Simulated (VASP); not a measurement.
Write the native input for VASP 6.6.1 that does the following.

* Task: single point
* Functional: LDA
* Potentials or basis: VASP PAW LDA potentials, release 64 (Ni)
* Cutoff: 520 eV
* k mesh: 16 × 16 × 16
* Occupations: fermi-dirac, width 0.1 eV
* Spin: collinear spin, ferromagnetic start
* Starting moments: [1.5] μB
* Dipole correction: no
* Further INCAR settings: ALGO = Normal; EDIFF = 1e-07; NBANDS = 15

The structure of Ni lies in POSCAR:

```
Ni
1.0
    0.0000000000      1.7381221485      1.7381221485
    1.7381221485      0.0000000000      1.7381221485
    1.7381221485      1.7381221485      0.0000000000
Ni
1
Direct
    0.0000000000      0.0000000000      0.0000000000
```

This cell differs from its parent crystal: volume scaled by 0.96.

These files were run (other wordings do the same):

INCAR

```
SYSTEM = Ni
ALGO = Normal ; EDIFF = 1E-7
ENCUT = 520 ; GGA = CA
ISIF = 2 ; ISMEAR = -1
ISPIN = 2 ; LASPH = .TRUE.
LCHARG = .FALSE. ; LMAXMIX = 4
LORBIT = 11 ; LREAL = .FALSE.
LWAVE = .FALSE. ; MAGMOM = 1.5
NBANDS = 15 ; NELM = 150
PREC = Accurate ; SIGMA = 0.1
```

KPOINTS

```
k-points
0
G
  16 16 16
  0 0 0
```

Potentials or basis: VASP PAW LDA potentials, release 64 (Ni).

Command:

```console
$ cat potpaw_LDA.64/Ni/POTCAR > POTCAR
$ mpirun -np 1 vasp_std > vasp.out
```

It gave:

* Pressure: -10.2 GPa
* Net moment: 0.56 μB per cell
* Site moments: Ni +0.56 μB
* Valence electrons inside the program's atomic spheres: Ni 9.38

It took 38 s on 1 thread of Intel(R) Xeon(R) Platinum 8259CL CPU @ 2.50GHz (Skylake/Cascade Lake), on a shared host, peak memory 0.14 GiB.
